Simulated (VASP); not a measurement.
# SiO2 (I4/mmm) in VASP: further runs

The runs below take SiO2 through single point, with r2SCAN.

Everything below comes from runs of VASP 6.6.1. Logs are shortened: lines on timing, memory, paths and dates and some standing lists are left out, and cuts for length are marked.

## 1. The cell of the first run

The structure is tetragonal, space group I4/mmm (No. 139). Conventional cell: a = 8.636 Å, b = 8.636 Å, c = 5.184 Å, α = 90.00°, β = 90.00°, γ = 90.00°. Si (site symmetry m2m) has 4 O at 1.56 to 1.57 Å within 2.1 Å. O (site symmetry 2/m) has 2 Si at 1.56 Å within 2.1 Å. O (site symmetry m2m) has 2 Si at 1.57 Å within 2.1 Å.

## 2. Single point, r2SCAN

POSCAR

```
SiO2
1.0
   -4.3177556695      4.3177556695      2.5919174922
    4.3177556695     -4.3177556695      2.5919174922
    4.3177556695      4.3177556695     -2.5919174922
Si O
4 8
Direct
    0.1783580465      0.1783580465      0.3567160929
    0.8216419535      0.1783580465      0.0000000000
    0.1783580465      0.8216419535      0.0000000000
    0.8216419535      0.8216419535      0.6432839071
    0.5000000000      0.5000000000      0.5000000000
    0.0000000000      0.5000000000      0.0000000000
    0.5000000000      0.0000000000      0.0000000000
    0.0000000000      0.0000000000      0.5000000000
    0.0000000000      0.2161413290      0.2161413290
    0.7838586710      0.0000000000      0.7838586710
    0.2161413290      0.0000000000      0.2161413290
    0.0000000000      0.7838586710      0.7838586710
```

INCAR.step1

```
PREC = Accurate
ENCUT = 520
ISMEAR = 0
SIGMA = 0.02
LREAL = False
LASPH = True
NELM = 60
NBANDS = 44
GGA = PE
ALGO = Normal
EDIFF = 1E-4
LWAVE = True
LCHARG = False
```

INCAR.step2

```
PREC = Accurate
ENCUT = 520
EDIFF = 1E-6
ISMEAR = 0
SIGMA = 0.02
LREAL = False
LASPH = True
NELM = 60
ALGO = Normal
ISIF = 2
LWAVE = False
LCHARG = False
METAGGA = R2SCAN
LMIXTAU = True
NBANDS = 44
ISTART = 1
```

KPOINTS

```
regular mesh
0
Gamma
  6 6 6
```

Potentials or basis: VASP PAW PBE potentials, release 64 (Si, O).

On the command line:

```sh
$ cat potpaw_PBE.64/Si/POTCAR potpaw_PBE.64/O/POTCAR > POTCAR
$ cp INCAR.step1 INCAR
$ mpirun -np 1 vasp_std > vasp.out
$ cp INCAR.step2 INCAR
$ mpirun -np 1 vasp_std > vasp.out
```

OUTCAR:

```text
PREC = Accurate
   ENCUT = 520
   EDIFF = 1E-6
   ISMEAR = 0
   LREAL = False
   LASPH = True
   NELM = 60
   ISIF = 2
   METAGGA = R2SCAN
   ISTART = 1

 ion  position               nearest neighbor table
   1  0.178  0.178  0.357-   5 1.56   8 1.56   9 1.57  11 1.57   2 3.08   3 3.08   4 3.13   4 3.13

   2  0.822  0.178  0.000-   6 1.56   7 1.56   9 1.57  10 1.57   1 3.08   4 3.08   3 3.13   3 3.13

   3  0.178  0.822  0.000-   6 1.56   7 1.56  11 1.57  12 1.57   1 3.08   4 3.08   2 3.13   2 3.13

   4  0.822  0.822  0.643-   5 1.56   8 1.56  10 1.57  12 1.57   2 3.08   3 3.08   1 3.13   1 3.13

   5  0.500  0.500  0.500-   1 1.56   4 1.56
   6  0.000  0.500  0.000-   2 1.56   3 1.56
   7  0.500  0.000  0.000-   2 1.56   3 1.56
   8  0.000  0.000  0.500-   1 1.56   4 1.56
   9  0.000  0.216  0.216-   1 1.57   2 1.57
  10  0.784  0.000  0.784-   4 1.57   2 1.57
  11  0.216  0.000  0.216-   1 1.57   3 1.57
  12  0.000  0.784  0.784-   4 1.57   3 1.57

  LATTYP: Found a body centered tetragonal cell.
 ALAT       =     8.6355113390
 C/A-ratio  =     0.6002927656

  Lattice vectors:

 A1 = (  -4.3177556695,   4.3177556695,   2.5919174922)
 A2 = (   4.3177556695,  -4.3177556695,   2.5919174922)
 A3 = (   4.3177556695,   4.3177556695,  -2.5919174922)

Analysis of symmetry for initial positions (statically):
=====================================================================
 Subroutine PRICEL returns:
 Original cell was already a primitive cell.

 Routine SETGRP: Setting up the symmetry group for a
 body centered tetragonal supercell.

 Subroutine GETGRP returns: Found 16 space group operations
 (whereof 16 operations were pure point group operations)
 out of a pool of 16 trial point group operations.

The static configuration has the point symmetry D_4h.

Analysis of symmetry for dynamics (positions and initial velocities):
=====================================================================
 Subroutine PRICEL returns:
 Original cell was already a primitive cell.

 Routine SETGRP: Setting up the symmetry group for a
 body centered tetragonal supercell.

 Subroutine GETGRP returns: Found 16 space group operations
 (whereof 16 operations were pure point group operations)
 out of a pool of 16 trial point group operations.

[... 123 lines left out ...]
   NSW    =      0    number of steps for IOM
   IBRION =     -1    ionic relax: 0-MD 1-quasi-New 2-CG
   NFREE  =      0    steps in history (QN), initial steepest desc. (CG)
   ISIF   =      2    stress and relaxation
   ISYM   =      2    0-nonsym 1-usesym 2-fastsym
   POTIM  = 0.5000    time-step for ionic-motion
   TEBEG  =    0.0;   TEEND  =   0.0 temperature during run
   PSTRESS=    0.0 pullay stress
   NELECT =      64.0000    total number of electrons
   NUPDOWN=      -1.0000    fix difference up-down
   EMIN   =  10.00;   EMAX   =-10.00  energy-range for DOS
   EFERMI =   0.00;   METHOD = LEGACY
   ISMEAR =     0;   SIGMA  =   0.02  broadening in eV -4-tet -1-fermi 0-gaus
   EFERMI_NEDOS =   21; number of points for ismear=-14 and -15
   IALGO  =     38    algorithm
   IMIX   =      4    mixing-type and parameters
     AMIX     =   0.40;   BMIX     =  1.00
     AMIX_MAG =   1.60;   BMIX_MAG =  1.00
  volume/ion in A,a.u.               =      16.11       108.70
  Fermi-wavevector in a.u.,A,eV,Ry     =   1.132580  2.140267 17.452716  1.282738
  Thomas-Fermi vector in A             =   2.269282
   LORBIT       =      0    0 simple, 1 ext, 2 COOP (PROOUT), +10 PAW based schemes
   METAGGA = R2SCAN    functional components
   LHFCALC =     F    Hartree Fock is set to
   AEXX    =    0.0000 exact exchange contribution
   IVDW    =     0    specifies the selected vdW correction
   LEPSILON=     F    determine dielectric tensor
   LRPA    =     F    only Hartree local field effects (RPA)
 non-spin polarized calculation
 Gauss-broadening in eV      SIGMA  =   0.02
  energy-cutoff  :      520.00
  volume of cell :      193.28
 maximum number of plane-waves:      5254
 NGX is ok and might be reduce to    50
   NGX = 25   NGY = 25   NGZ = 25

 number of electron      63.9999999 magnetization

 Free energy of the ion-electron system (eV)
  ---------------------------------------------------
  ext. energy  EPLUGINS =         0.00000000
  ---------------------------------------------------
  free energy    TOTEN  =      -118.42972382 eV

  energy without entropy =     -118.42972382  energy(sigma->0) =     -118.42972382

 E-fermi :  -0.7382     XC(G=0):  -7.9545

 val. band max:       -0.9210131171   @ k =   0.0000   0.0000   0.0000
 cond. band min:       5.1209709026   @ k =   0.0000   0.0000   0.0000
 fundamental gap:      6.0419840197
 Fermi energy:        -0.7382267434

 k-point     1 :       0.0000    0.0000    0.0000
  band No.  band energies     occupation
      1     -21.8603      2.00000
      2     -20.8746      2.00000
      3     -20.3563      2.00000
      4     -20.3563      2.00000
      5     -19.7192      2.00000
      6     -19.6993      2.00000
[... 1117 lines left out ...]
     43      11.5317      0.00000
     44      11.7159      0.00000

 [... further k-points ...]
[... 5 lines left out ...]
  --------------------------------------------------------------------------------------
  -------------------------------------------------------------------------------------
  Total       14.6548782     14.6548782     14.5841057      0.0000000      0.0000000     -0.0000000
  in kB      121.4774046    121.4774046    120.8907568      0.0000000      0.0000000     -0.0000000
  external PRESSURE =     121.2818553 kB  Pullay stress =       0.0000000 kB

 VOLUME and BASIS-vectors are now :
 -----------------------------------------------------------------------------
  energy-cutoff  :      520.00
  volume of cell :      193.28
      direct lattice vectors                 reciprocal lattice vectors
    -4.317755670  4.317755670  2.591917492     0.000000000  0.115800902  0.192907375
     4.317755670 -4.317755670  2.591917492     0.115800902  0.000000000  0.192907375
     4.317755670  4.317755670 -2.591917492     0.115800902  0.115800902  0.000000000

 POSITION                                       TOTAL-FORCE (eV/Angst)
 -----------------------------------------------------------------------------------
      1.54021      1.54021      0.00000         0.033455      0.033455     -0.000000
     -2.77754      2.77754      2.59192         0.033455     -0.033455      0.000000
      2.77754     -2.77754      2.59192        -0.033455      0.033455      0.000000
      2.77754      2.77754      2.59192        -0.033455     -0.033455      0.000000
      2.15888      2.15888      1.29596         0.000000      0.000000     -0.000000
      2.15888     -2.15888      1.29596         0.000000      0.000000     -0.000000
     -2.15888      2.15888      1.29596         0.000000      0.000000     -0.000000
      2.15888      2.15888     -1.29596         0.000000      0.000000     -0.000000
      1.86649      0.00000      0.00000        -0.017956      0.000000     -0.000000
      0.00000      6.76902      0.00000         0.000000      0.017956     -0.000000
      0.00000      1.86649      0.00000         0.000000     -0.017956     -0.000000
      6.76902      0.00000      0.00000         0.017956      0.000000     -0.000000
 -----------------------------------------------------------------------------------
    total drift:                                0.000000     -0.000000     -0.000000

  FREE ENERGIE OF THE ION-ELECTRON SYSTEM (eV)
  ---------------------------------------------------
  free  energy   TOTEN  =      -118.4297238245 eV

  energy  without entropy=     -118.4297238245  energy(sigma->0) =     -118.42972382
```

OUTCAR.step1:

```text
PREC = Accurate
   ENCUT = 520
   ISMEAR = 0
   LREAL = False
   LASPH = True
[... 1393 lines left out ...]
      1.86649      0.00000      0.00000         0.233265     -0.000000     -0.000000
      0.00000      6.76902      0.00000         0.000000     -0.233265     -0.000000
      0.00000      1.86649      0.00000         0.000000      0.233265     -0.000000
      6.76902      0.00000      0.00000        -0.233265     -0.000000     -0.000000
 -----------------------------------------------------------------------------------
    total drift:                                0.000000     -0.000000     -0.000000

  FREE ENERGIE OF THE ION-ELECTRON SYSTEM (eV)
  ---------------------------------------------------
  free  energy   TOTEN  =       -93.9115444850 eV

  energy  without entropy=      -93.9115444850  energy(sigma->0) =      -93.91154448
```

OSZICAR.step1:

```text
N       E                     dE             d eps       ncg     rms          rms(c)
DAV:   1     0.454708702099E+03    0.45471E+03   -0.32543E+04  2648   0.131E+03
DAV:   2    -0.706522405838E+02   -0.52536E+03   -0.50683E+03  3440   0.320E+02
DAV:   3    -0.108220011928E+03   -0.37568E+02   -0.37409E+02  3232   0.914E+01
DAV:   4    -0.108739324912E+03   -0.51931E+00   -0.51847E+00  3256   0.119E+01
DAV:   5    -0.108748990056E+03   -0.96651E-02   -0.96572E-02  3272   0.157E+00    0.329E+01
DAV:   6    -0.941726302390E+02    0.14576E+02   -0.52700E+01  2932   0.337E+01    0.156E+01
DAV:   7    -0.939862393160E+02    0.18639E+00   -0.18872E+00  3264   0.549E+00    0.554E+00
DAV:   8    -0.939128597921E+02    0.73380E-01   -0.12998E-01  3224   0.199E+00    0.203E+00
DAV:   9    -0.939065059001E+02    0.63539E-02   -0.62054E-02  3192   0.125E+00    0.398E-01
DAV:  10    -0.939115836977E+02   -0.50778E-02   -0.40114E-03  2840   0.324E-01    0.103E-01
DAV:  11    -0.939115444850E+02    0.39213E-04   -0.97879E-04  2872   0.176E-01
   1 F= -.93911544E+02 E0= -.93911544E+02  d E =-.729298E-28
```

Run time: 9 min. Hardware: 1 thread of Intel Xeon 6975P-C (Granite Rapids), shared host; peak memory 0.47 GiB.

What came out:

```yaml
Free_energy: -118.4297 eV
Pressure: 12.1 GPa
Largest_force: 0.047 eV/Å
Band_gap_on_the_k_mesh: 6.04 eV, direct
```

Forces in eV/Å, atoms in the order of the input:
```
Si   0.033  0.033  0.000
Si   0.033 -0.033  0.000
Si  -0.033  0.033  0.000
Si  -0.033 -0.033  0.000
O    0.000  0.000  0.000
O    0.000  0.000  0.000
O    0.000  0.000  0.000
O    0.000  0.000  0.000
O   -0.018  0.000  0.000
O    0.000  0.018  0.000
O    0.000 -0.018  0.000
O    0.018  0.000  0.000
```

Caveat: the PAW data sets were made with another functional, which shifts forces and pressure a little. r2SCAN opens gaps a little over a GGA but as a rule still falls short of measured ones.

## 3. Single point, r2SCAN

This run uses another cell than the first one, of 16.94 Å³/atom, 1.052 times its volume.

POSCAR

```
SiO2
1.0
   -4.4177290760      4.4177290760      2.6040795363
    4.4177290760     -4.4177290760      2.6040795363
    4.4177290760      4.4177290760     -2.6040795363
Si O
4 8
Direct
    0.1773592561      0.1773592561      0.3547185123
    0.8226407439      0.1773592561      0.0000000000
    0.1773592561      0.8226407439      0.0000000000
    0.8226407439      0.8226407439      0.6452814877
    0.5000000000      0.5000000000      0.5000000000
    0.0000000000      0.5000000000      0.0000000000
    0.5000000000      0.0000000000      0.0000000000
    0.0000000000      0.0000000000      0.5000000000
    0.0000000000      0.2110964306      0.2110964306
    0.7889035694      0.0000000000      0.7889035694
    0.2110964306      0.0000000000      0.2110964306
    0.0000000000      0.7889035694      0.7889035694
```

INCAR.step1

```
PREC = Accurate ; ENCUT = 520
ISMEAR = 0 ; SIGMA = 0.02
LREAL = False ; LASPH = True
NELM = 80 ; NBANDS = 44
GGA = PE ; ALGO = Normal
EDIFF = 1E-4 ; LWAVE = True
LCHARG = False
```

INCAR.step2

```
PREC = Accurate ; ENCUT = 520
EDIFF = 1E-6 ; ISMEAR = 0
SIGMA = 0.02 ; LREAL = False
LASPH = True ; NELM = 80
ALGO = Normal ; ISIF = 2
LWAVE = False ; LCHARG = False
METAGGA = R2SCAN ; LMIXTAU = True
NBANDS = 44 ; ISTART = 1
```

KPOINTS

```
Automatic mesh
0
Gamma
  6 6 6
```

Potentials or basis: VASP PAW PBE potentials, release 64 (Si, O).

On the command line:

```sh
$ cat potpaw_PBE.64/Si/POTCAR potpaw_PBE.64/O/POTCAR > POTCAR
$ cp INCAR.step1 INCAR
$ mpirun -np 1 vasp_std > vasp.out
$ cp INCAR.step2 INCAR
$ mpirun -np 1 vasp_std > vasp.out
```

Run time: 9.3 min. Hardware: 1 thread of Intel Xeon 6975P-C (Granite Rapids), shared host; peak memory 0.47 GiB.

The run converged. Its results:

```
Free energy            : -118.9427 eV
Pressure               : 4.1 GPa
Largest force          : 0.043 eV/Å
Band gap on the k mesh : 6.09 eV, direct
```

Forces on the atoms (eV/Å):
```
Si   0.031  0.031  0.000
Si   0.031 -0.031  0.000
Si  -0.031  0.031  0.000
Si  -0.031 -0.031  0.000
O    0.000  0.000  0.000
O    0.000  0.000  0.000
O    0.000  0.000  0.000
O    0.000  0.000  0.000
O   -0.014  0.000  0.000
O    0.000  0.014  0.000
O    0.000 -0.014  0.000
O    0.014  0.000  0.000
```

Levels at points of the mesh, in eV from the valence-band top:
```csv
k point,band 29,band 30,band 31,band 32,band 33,band 34,band 35,band 36
"(0.00, 0.00, 0.00)",-0.92,-0.75,-0.04,0.00,6.09,9.03,9.70,10.10
"(0.50, 0.00, 0.00)",-1.15,-0.80,-0.61,-0.30,8.24,8.51,9.35,10.14
"(0.50, 0.50, 0.00)",-0.48,-0.45,-0.43,-0.29,7.20,7.68,9.70,10.00
"(0.50, 0.50, 0.50)",-1.09,-0.24,-0.01,-0.01,8.09,8.61,8.61,8.71
```

Caveat: the PAW data sets were made with another functional, which shifts forces and pressure a little.
